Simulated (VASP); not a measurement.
Set up this calculation in VASP 6.6.1, as the native input.

* Task: single point
* Functional: r2SCAN
* Potentials or basis: VASP PAW PBE potentials, release 64 (In_d, O)
* Cutoff: 520 eV
* k mesh: 6 × 6 × 6
* Occupations: gaussian, width 0.02 eV
* Spin: no spin polarisation
* Dipole correction: no
* Further INCAR settings: ALGO = Normal; EDIFF = 1e-07; NBANDS = 55

Crystal: In2O3.

```
CELL_PARAMETERS angstrom
2.75394 1.58999 4.85342
-2.75394 1.58999 4.85342
0.00000 -3.17997 4.85342
ATOMIC_POSITIONS crystal
In 0.35707 0.35707 0.35707
In 0.14293 0.14293 0.14293
In 0.64293 0.64293 0.64293
In 0.85707 0.85707 0.85707
O 0.54657 0.95343 0.25000
O 0.25000 0.54657 0.95343
O 0.95343 0.25000 0.54657
O 0.45343 0.04657 0.75000
O 0.75000 0.45343 0.04657
O 0.04657 0.75000 0.45343
```

One way to write it, as run:

POSCAR

```
In2O3
1.0
    2.7539365970      1.5899860356      4.8534197018
   -2.7539365970      1.5899860356      4.8534197018
    0.0000000000     -3.1799720712      4.8534197018
In O
4 6
Direct
    0.3570704133      0.3570704133      0.3570704133
    0.1429295867      0.1429295867      0.1429295867
    0.6429295867      0.6429295867      0.6429295867
    0.8570704133      0.8570704133      0.8570704133
    0.5465740326      0.9534259674      0.2500000000
    0.2500000000      0.5465740326      0.9534259674
    0.9534259674      0.2500000000      0.5465740326
    0.4534259674      0.0465740326      0.7500000000
    0.7500000000      0.4534259674      0.0465740326
    0.0465740326      0.7500000000      0.4534259674
```

INCAR.step1

```
  ALGO = Normal
  EDIFF = 1E-4
  ENCUT = 520
  GGA = PE
  ISMEAR = 0
  LASPH = True
  LCHARG = False
  LREAL = False
  LWAVE = True
  NBANDS = 55
  NELM = 60
  PREC = Accurate
  SIGMA = 0.02
```

INCAR.step2

```
  ALGO = Normal
  EDIFF = 1E-7
  ENCUT = 520
  ISIF = 2
  ISMEAR = 0
  ISTART = 1
  LASPH = True
  LCHARG = False
  LMIXTAU = True
  LREAL = False
  LWAVE = False
  METAGGA = R2SCAN
  NBANDS = 55
  NELM = 60
  PREC = Accurate
  SIGMA = 0.02
```

KPOINTS

```
k-points
0
Gamma
  6 6 6
```

Potentials or basis: VASP PAW PBE potentials, release 64 (In_d, O).

Launch:

```console
$ cat potpaw_PBE.64/In_d/POTCAR potpaw_PBE.64/O/POTCAR > POTCAR
$ cp INCAR.step1 INCAR
$ mpirun -np 1 vasp_std > vasp.out
$ cp INCAR.step2 INCAR
$ mpirun -np 1 vasp_std > vasp.out
```

It gave:

The pressure is 1.1 GPa. The largest force is 0.021 eV/Å and the band gap on the k mesh is 1.81 eV (least direct gap 1.85 eV).

Caveat: the PAW data sets were made with another functional, which shifts forces and pressure a little; spin-orbit coupling is left out, which moves the levels of the heavy elements.

Run time: 15 min on 1 thread of Intel(R) Xeon(R) 6975P-C (Granite Rapids), with other jobs on the host, peak memory 0.44 GiB.
